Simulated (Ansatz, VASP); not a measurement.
One calculation of Nb, two programs

```xyz
3
Lattice="4.9307 0.0000 0.0000 -2.4653 4.2701 0.0000 0.0000 0.0000 3.0227" Properties=species:S:1:pos:R:3 pbc="T T T"
Nb    0.0000    0.0000    0.0000
Nb    0.0000    2.8467    1.5114
Nb    2.4653    1.4234    1.5114
```

Alike in both runs: task relaxation of cell and atoms; functional PBEsol; k mesh 6 × 6 × 6; occupations gaussian, width 0.1 eV; no spin polarisation.

|  | VASP | Ansatz |
| --- | --- | --- |
| version | VASP 6.6.1 | Ansatz 0.2.0 |
| potentials or method | VASP PAW PBE potentials, release 64 (Nb_sv), cutoff 500 eV | scalar-relativistic, plane waves, PAW |
| valence electrons in the cell | 39 | 39 |

```tsv
	VASP	Ansatz	Ansatz less VASP
gap on the k mesh at the Fermi level, each at its own relaxed structure (eV)	none	none	-
relaxed volume (Å³/atom)	17.84	17.86	+0.013
relaxed cell length with the largest relative difference (Å)	4.817	4.819	+0.0016
```

VASP's potentials were made for PBE, not for PBEsol. A gap of «none» marks a metal or a gap that the smearing closes.

Noted on VASP's run: the volume moved by over 15 % at a fixed basis, so the end points are rough.
